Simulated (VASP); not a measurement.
## Co: single point with RPBE

Co:

```
Co
1.0
     0.00000    1.78807    1.78807
     1.78807    0.00000    1.78807
     1.78807    1.78807    0.00000
Co
1
Direct
  0.00000 0.00000 0.00000
```

This cell differs from its parent crystal: volume scaled by 1.08.

```
Program                : VASP 6.6.1
Task                   : single point
Functional             : RPBE
Potentials or basis    : VASP PAW PBE potentials, release 64 (Co)
Cutoff                 : 600 eV
k mesh                 : 17 × 17 × 17
Occupations            : fermi-dirac, width 0.1 eV
Spin                   : no spin polarisation
Dipole correction      : no
Further INCAR settings : ALGO = Normal; EDIFF = 1e-06; NBANDS = 10
```

| Property | Result |
| --- | --- |
| Pressure | -14.9 GPa |

Levels at points of the mesh, in eV from the Fermi level:
| k point | band 1 | band 2 | band 3 | band 4 | band 5 | band 6 | band 7 | band 8 |
| --- | --- | --- | --- | --- | --- | --- | --- | --- |
| (0.00, 0.00, 0.00) | -8.40 | -1.63 | -1.63 | -1.63 | -0.48 | -0.48 | 22.67 | 26.95 |

It took 32 s on 1 thread of Intel Xeon 8259CL, with other jobs on the host, peak memory 0.14 GiB.

Caveat: the PAW data sets were made with another functional, which shifts forces and pressure a little; the run has no spin polarisation, though such a crystal can be magnetic. Spin polarisation is off, so any magnetic state and its effect on volume and gap are missing.
